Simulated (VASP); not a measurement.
# Zn in VASP: density of states with PBEsol

Aim: the density of states of Zn with PBEsol.

All numbers are computed with VASP 6.6.1; they aren't measurements. Logs are shortened: lines on timing, memory, paths and dates and some standing lists are left out, and cuts for length are marked.

### Step 1. The cell of the first run

The cell holds a slab with vacuum, 4 atoms: a = 2.590 Å, b = 2.590 Å, c = 23.377 Å, α = 90.00°, β = 90.00°, γ = 120.00°.

### Step 2. Density of states, PBEsol

Input file POSCAR:

```
Zn
1.0
    2.5896975869      0.0000000000      0.0000000000
   -1.2948487935      2.2427438984      0.0000000000
    0.0000000000      0.0000000000     23.3765000000
Zn
4
Direct
    0.8333333330      0.1666666670      0.3422250850
    0.1666666670      0.8333333330      0.4474083619
    0.8333333330      0.1666666670      0.5525916381
    0.1666666670      0.8333333330      0.6577749150
```

Input file INCAR.step1:

```
SYSTEM = Zn
PREC = Accurate ; ENCUT = 520
EDIFF = 1E-7 ; ISMEAR = -1
SIGMA = 0.1 ; LREAL = .False.
LASPH = .True. ; NELM = 80
ALGO = Normal ; ISIF = 2
LWAVE = .False. ; LCHARG = .True.
LDIPOL = .True. ; IDIPOL = 3
DIPOL = 0.5 0.5 0.500 ; GGA = PS
NBANDS = 32
```

Input file KPOINTS.step1:

```
regular mesh
0
Gamma
  16 16 1
  0 0 0
```

Input file INCAR.step2:

```
SYSTEM = Zn
PREC = Accurate ; ENCUT = 520
EDIFF = 1E-7 ; ISMEAR = -5
SIGMA = 0.1 ; LREAL = .False.
LASPH = .True. ; NELM = 80
ALGO = Normal ; ISIF = 2
LWAVE = .False. ; LCHARG = .False.
LDIPOL = .True. ; IDIPOL = 3
DIPOL = 0.5 0.5 0.500 ; GGA = PS
LORBIT = 11 ; NBANDS = 32
NEDOS = 1001 ; ICHARG = 11
```

Input file KPOINTS.step2:

```
regular mesh
0
Gamma
  24 24 1
  0 0 0
```

Potentials or basis: VASP PAW PBE potentials, release 64 (Zn).

Command:

```bash
$ cat potpaw_PBE.64/Zn/POTCAR > POTCAR
$ cp INCAR.step1 INCAR
$ cp KPOINTS.step1 KPOINTS
$ mpirun -np 1 vasp_std > vasp.out
$ cp INCAR.step2 INCAR
$ cp KPOINTS.step2 KPOINTS
$ mpirun -np 1 vasp_std > vasp.out
```

OUTCAR:

```text
SYSTEM = Zn
   PREC = Accurate
   ENCUT = 520
   EDIFF = 1E-7
   ISMEAR = -5
   LREAL = .False.
   LASPH = .True.
   NELM = 80
   ISIF = 2
   GGA = PS
   LORBIT = 11
   ICHARG = 11

 ion  position               nearest neighbor table
   1  0.833  0.167  0.342-   2 2.88   2 2.88   2 2.88
   2  0.167  0.833  0.447-   3 2.88   3 2.88   3 2.88   1 2.88   1 2.88   1 2.88
   3  0.833  0.167  0.553-   2 2.88   2 2.88   2 2.88   4 2.88   4 2.88   4 2.88
   4  0.167  0.833  0.658-   3 2.88   3 2.88   3 2.88

  LATTYP: Found a hexagonal cell.
 ALAT       =     2.5896975869
 C/A-ratio  =     9.0267296530

  Lattice vectors:

 A1 = (   2.5896975869,   0.0000000000,   0.0000000000)
 A2 = (  -1.2948487935,   2.2427438984,   0.0000000000)
 A3 = (   0.0000000000,   0.0000000000,  23.3765000000)

Analysis of symmetry for initial positions (statically):
=====================================================================
 Subroutine PRICEL returns:
 Original cell was already a primitive cell.

 Routine SETGRP: Setting up the symmetry group for a
 hexagonal supercell.

 Subroutine GETGRP returns: Found 12 space group operations
 (whereof  4 operations were pure point group operations)
 out of a pool of 24 trial point group operations.

The static configuration has the point symmetry C_2h.
 The point group associated with its full space group is D_3d.

Analysis of symmetry for dynamics (positions and initial velocities):
=====================================================================
 Subroutine PRICEL returns:
 Original cell was already a primitive cell.

 Routine SETGRP: Setting up the symmetry group for a
 hexagonal supercell.

 Subroutine GETGRP returns: Found 12 space group operations
 (whereof  4 operations were pure point group operations)
 out of a pool of 24 trial point group operations.

The dynamic configuration has the point symmetry C_2h.
 The point group associated with its full space group is D_3d.

 Subroutine INISYM returns: Found 12 space group operations
 (whereof  4 operations are pure point group operations),
 and found     1 'primitive' translations

----------------------------------------------------------------------------------------

                                     Primitive cell

  volume of cell :     135.7714

  direct lattice vectors                    reciprocal lattice vectors
[... 106 lines left out ...]
   EMIN   =  10.00;   EMAX   =-10.00  energy-range for DOS
   EFERMI =   0.00;   METHOD = LEGACY
   ISMEAR =    -5;   SIGMA  =   0.10  broadening in eV -4-tet -1-fermi 0-gaus
   EFERMI_NEDOS =   21; number of points for ismear=-14 and -15
   IALGO  =     38    algorithm
   IMIX   =      4    mixing-type and parameters
     AMIX     =   0.40;   BMIX     =  1.00
     AMIX_MAG =   1.60;   BMIX_MAG =  1.00
  volume/ion in A,a.u.               =      33.94       229.06
  Fermi-wavevector in a.u.,A,eV,Ry     =   1.157584  2.187517 18.231815  1.340001
  Thomas-Fermi vector in A             =   2.294194
   LORBIT       =     11    0 simple, 1 ext, 2 COOP (PROOUT), +10 PAW based schemes
   GGA     = PS    functional components
   LHFCALC =     F    Hartree Fock is set to
   AEXX    =    0.0000 exact exchange contribution
   IVDW    =     0    specifies the selected vdW correction
   LEPSILON=     F    determine dielectric tensor
   LRPA    =     F    only Hartree local field effects (RPA)
 non-spin polarized calculation
 Fermi weights with tetrahedron method with Bloechl corrections
  energy-cutoff  :      520.00
  volume of cell :      135.77
 maximum number of plane-waves:      3701
 NGX is ok and might be reduce to    20

 number of electron      47.9999982 magnetization

 dipolmoment           0.000000      0.000000      0.000000 electrons x Angstroem

 Free energy of the ion-electron system (eV)
  ---------------------------------------------------
  ext. energy  EPLUGINS =         0.00000000
  ---------------------------------------------------
  free energy    TOTEN  =        -6.01375506 eV

  energy without entropy =       -6.01375506  energy(sigma->0) =       -6.01375506

 E-fermi :  -1.0159     XC(G=0):  -5.7343

 val. band max:       -1.1254400617   @ k =   0.3750   0.1250   0.0000
 cond. band min:      -0.9172604385   @ k =   0.2500   0.0417   0.0000
 fundamental gap:      0.2081796232
 Fermi energy:        -1.0158586635

 k-point     1 :       0.0000    0.0000    0.0000
  band No.  band energies     occupation
      1     -11.4856      2.00000
      2     -10.6540      2.00000
      3      -9.9030      2.00000
      4      -9.7785      2.00000
      5      -8.9502      2.00000
      6      -8.7385      2.00000
[... 829 lines left out ...]
     31       6.5480      0.00000
     32       7.5474      0.00000

 [... further k-points ...]

------------------------ aborting loop because EDIFF is reached ----------------------------------------

 vacuum level on the upper side and lower side of the slab       (xc-potential included)        -0.050        -0.050

  FORCE on cell =-STRESS in cart. coord.  units (eV):
  Direction    XX          YY          ZZ          XY          YZ          ZX
  --------------------------------------------------------------------------------------
  -------------------------------------------------------------------------------------
  Total       -0.6202735     -0.6202735     -0.8015908      0.0000000     -0.0000000     -0.0000000
  in kB       -7.3195708     -7.3195708     -9.4592150      0.0000000     -0.0000000     -0.0000000
  external PRESSURE =      -8.0327855 kB  Pullay stress =       0.0000000 kB

 VOLUME and BASIS-vectors are now :
 -----------------------------------------------------------------------------
  energy-cutoff  :      520.00
  volume of cell :      135.77
      direct lattice vectors                 reciprocal lattice vectors
     2.589697587  0.000000000  0.000000000     0.386145473  0.222941193  0.000000000
    -1.294848793  2.242743898  0.000000000     0.000000000  0.445882386  0.000000000
     0.000000000  0.000000000 23.376500000     0.000000000  0.000000000  0.042778004

 POSITION                                       TOTAL-FORCE (eV/Angst)
 -----------------------------------------------------------------------------------
      1.94227      0.37379      8.00002        -0.000000      0.000000      0.065724
     -0.64742      1.86895     10.45884        -0.000000      0.000000      0.105026
      1.94227      0.37379     12.91766         0.000000     -0.000000     -0.105026
     -0.64742      1.86895     15.37648         0.000000     -0.000000     -0.065724
 -----------------------------------------------------------------------------------
    total drift:                               -0.000000      0.000000     -0.000000

  FREE ENERGIE OF THE ION-ELECTRON SYSTEM (eV)
  ---------------------------------------------------
  free  energy   TOTEN  =        -6.0137550620 eV

  energy  without entropy=       -6.0137550620  energy(sigma->0) =       -6.01375506

 vacuum level on the upper side and lower side of the slab         3.062         3.062

 total charge

# of ion       s       p       d       tot
------------------------------------------
    1        0.616   0.456   9.716  10.788
    2        0.605   0.502   9.719  10.827
    3        0.605   0.502   9.719  10.827
    4        0.616   0.456   9.716  10.788
--------------------------------------------------
tot          2.444   1.916  38.870  43.230
```

Wall time 4.3 min (1 thread of Intel Xeon Platinum 8124M at 3.00GHz (Skylake/Cascade Lake), shared host); peak memory 0.35 GiB.

What came out:

* Valence electrons inside the program's atomic spheres: Zn 10.79, 10.83

Caveat: the PAW data sets were made with another functional, which shifts forces and pressure a little; tetrahedron occupations give inexact forces and stress in metals.
